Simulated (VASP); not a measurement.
A run of VASP 6.6.1:

INCAR

```
  ALGO = Normal
  EDIFF = 1E-7
  ENCUT = 520
  GGA = PS
  ISIF = 2
  ISMEAR = -1
  LASPH = True
  LCHARG = False
  LREAL = False
  LWAVE = False
  NBANDS = 28
  NELM = 60
  PREC = Accurate
  SIGMA = 0.05
```

The input KPOINTS:

```
k-points
0
Gamma
  7 7 7
```

The input POSCAR:

```
BaTiO3
1.0
    3.9587508719      0.0000000000      0.0000000000
    0.0000000000      2.8178598290      2.8260544582
    0.0000000000     -2.8178598290      2.8260544582
Ba Ti O
1 1 3
Direct
    0.0000000000      0.0000000000      0.0000000000
    0.5000000000      0.5124000000      0.5124000000
    0.5000000000      0.9918400000      0.5052400000
    0.5000000000      0.5052400000      0.9918400000
    0.0000000000      0.4874000000      0.4874000000
```

Potentials or basis: VASP PAW PBE potentials, release 64 (Ba_sv, Ti_sv, O).

Command:

```console
$ cat potpaw_PBE.64/Ba_sv/POTCAR potpaw_PBE.64/Ti_sv/POTCAR potpaw_PBE.64/O/POTCAR > POTCAR
$ mpirun -np 1 vasp_std > vasp.out
```

Hardware: 1 thread of AMD EPYC 9R14 (Zen 4) (shared host).

Question: Estimate the wall time of this run.

Answer: It took 110 s on 1 thread of AMD EPYC 9R14 (Zen 4), on a shared host, peak memory 0.22 GiB. Counts: scf iterations 17, k points 64.
